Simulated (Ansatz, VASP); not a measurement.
## One calculation of ScTaN, two programs

```
Ta Sc N
1.0
     3.08507    0.00000    0.00000
    -1.54253    2.67175    0.00000
     0.00000    0.00000   10.34014
Ta Sc N
2 2 2
Direct
  0.33333 0.66667 0.24563
  0.66667 0.33333 0.75437
  0.00000 0.00000 0.00000
  0.00000 0.00000 0.50000
  0.33333 0.66667 0.62984
  0.66667 0.33333 0.37016
```

Alike in both runs: functional LDA; k mesh 10 × 10 × 3; occupations fermi-dirac, width 0.05 eV; no spin polarisation.

|  | VASP | Ansatz |
| --- | --- | --- |
| version | VASP 6.6.1 | Ansatz 0.2.0 |
| potentials or method | VASP PAW LDA potentials, release 64 (Ta_pv, Sc_sv, N) | Ansatz PAW |
| plane-wave cutoff (eV) | 520 | 420 |
| valence electrons in the cell | 54 | 58 |
| task | single point | band structure |

VASP gave:

| Property | Result |
| --- | --- |
| gap on the k mesh at the Fermi level (eV) | none |
| pressure (GPa) | -10.6 |
| traceless stress, the component that is largest in VASP (GPa) | -0.43 |
| rms of the force components (eV/Å) | 0.168 |

**Question.** Which values does Ansatz return?

**Answer.** gap on the k mesh at the Fermi level (eV): none; pressure (GPa): -11.5; traceless stress, the component that is largest in VASP (GPa): -0.42; rms of the force components (eV/Å): 0.184.

LDA's correlation is that of Perdew and Zunger in VASP and of Perdew and Wang (1992) in Ansatz. Atom by atom the forces differ by 0.019 eV/Å (rms over components). A gap of «none» marks a metal or a gap that the smearing closes. VASP's potentials hold 54 valence electrons a cell and Ansatz's 58, so a difference there can come from the potentials and not from the codes.

Neither program's run includes spin-orbit coupling.
